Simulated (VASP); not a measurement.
Here is a VASP 6.6.1 calculation.

INCAR

```
PREC = Accurate
ENCUT = 500
EDIFF = 1E-6
ISMEAR = 0
SIGMA = 0.2
LREAL = F
LASPH = T
NELM = 120
ALGO = Normal
ISIF = 2
LWAVE = F
LCHARG = F
GGA = PE
NBANDS = 26
GGA_COMPAT = F
```

The input KPOINTS:

```
regular mesh
0
Gamma
  3 3 3
```

Contents of POSCAR:

```
Si7B
1.0
    5.2635469200      0.0000000000      0.0000000000
    0.0000000000      5.2635469200      0.0000000000
    0.0000000000      0.0000000000      5.2635469200
Si B
7 1
Direct
    0.7732774887      0.7732774887      0.2267225113
    0.7732774887      0.2267225113      0.7732774887
    0.2267225113      0.7732774887      0.7732774887
    0.2267225113      0.2267225113      0.2267225113
    0.0000000000      0.5000000000      0.5000000000
    0.5000000000      0.0000000000      0.5000000000
    0.5000000000      0.5000000000      0.0000000000
    0.0000000000      0.0000000000      0.0000000000
```

Potentials or basis: VASP PAW PBE potentials, release 64 (Si, B).

Run with:

```console
$ cat potpaw_PBE.64/Si/POTCAR potpaw_PBE.64/B/POTCAR > POTCAR
$ mpirun -np 1 vasp_std > vasp.out
```

Question: Predict the band gap on the k mesh.

Answer: Zero (an odd number of electrons rules out a gap without spin polarisation).

Question: What does it give for the largest force?

Answer: 0.056 eV/Å.

Question: Predict the pressure.

Answer: 0.1 GPa.

Forces in eV/Å, atoms in the order of the input:
```
Si  -0.032 -0.032  0.032
Si  -0.032  0.032 -0.032
Si   0.032 -0.032 -0.032
Si   0.032  0.032  0.032
Si   0.000  0.000  0.000
Si   0.000  0.000  0.000
Si   0.000  0.000  0.000
B    0.000  0.000  0.000
```

Caveat: the k points lie up to 0.40 Å⁻¹ apart, too coarse for converged energies and pressures of a metal.
